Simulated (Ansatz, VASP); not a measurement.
Two plane-wave programs on Te2Mo

```
CELL_PARAMETERS angstrom
3.55666 0.00000 0.00000
-1.77833 3.08016 0.00000
0.00000 0.00000 15.33161
ATOMIC_POSITIONS crystal
Te 0.33333 0.66667 0.63207
Te 0.66667 0.33333 0.13207
Te 0.66667 0.33333 0.36793
Te 0.33333 0.66667 0.86793
Mo 0.33333 0.66667 0.25000
Mo 0.66667 0.33333 0.75000
```

Alike in both runs: functional PBE; k mesh 12 × 12 × 2; occupations gaussian, width 0.02 eV; no spin polarisation.

Ansatz relaxed the structure, and its values are those at the end. VASP's run is a single point on that final structure, the one shown.

|  | VASP | Ansatz |
| --- | --- | --- |
| version | VASP 6.6.1 | Ansatz 0.2.0 |
| potentials or method | VASP PAW PBE potentials, release 64 (Te, Mo_sv), cutoff 520 eV | scalar-relativistic, plane waves, PAW |
| valence electrons in the cell | 52 | 92 |

VASP gave:

```
gap on the k mesh at the Fermi level (eV) : 1.02
least direct gap on the mesh (eV)         : 1.03
pressure (GPa)                            : 0.0
rms of the force components (eV/Å)        : 0.006
```

Q: Which values does Ansatz return?

A: gap on the k mesh at the Fermi level (eV): 1.02; least direct gap on the mesh (eV): 1.03; pressure (GPa): 0.0; rms of the force components (eV/Å): 0.000.

VASP's potentials hold 52 valence electrons a cell and Ansatz's 92, so a difference there can come from the potentials and not from the codes.

Neither program's run includes spin-orbit coupling.
